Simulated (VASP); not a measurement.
Ag, 1 atom in the cell. Symmetry: Fm-3m, No. 225, cubic system. The conventional cell has a = 4.139 Å, b = 4.139 Å, c = 4.139 Å, α = 90.00°, β = 90.00°, γ = 90.00°. Within 3.9 Å of Ag (site symmetry m-3m) lie 12 Ag at 2.93 Å.  This cell differs from its parent crystal: volume scaled by 1.04.

```yaml
Program: VASP 6.6.1
Task: single point
Functional: LDA
Potentials_or_basis: VASP PAW LDA potentials, release 64 (Ag)
Cutoff: 520 eV
k_mesh: 11 × 11 × 11
Occupations: fermi-dirac, width 0.025 eV
Spin: collinear spin, ferromagnetic start
Starting_moments: "[-0.36] μB"
Dipole_correction: no
Further_INCAR_settings: ALGO = Normal; EDIFF = 1e-07; NBANDS = 16
```

Potentials or basis: VASP PAW LDA potentials, release 64 (Ag).

Launch:

```console
$ cat potpaw_LDA.64/Ag/POTCAR > POTCAR
$ mpirun -np 1 vasp_std > vasp.out
```

Hardware: 1 thread of Intel(R) Xeon(R) 6975P-C (Granite Rapids) (shared host).

How long does it take, and how much memory?

Wall time 11 s on 1 thread of Intel(R) Xeon(R) 6975P-C (Granite Rapids), on a shared host, peak memory 0.15 GiB. Counts: scf iterations 13, k points 56.
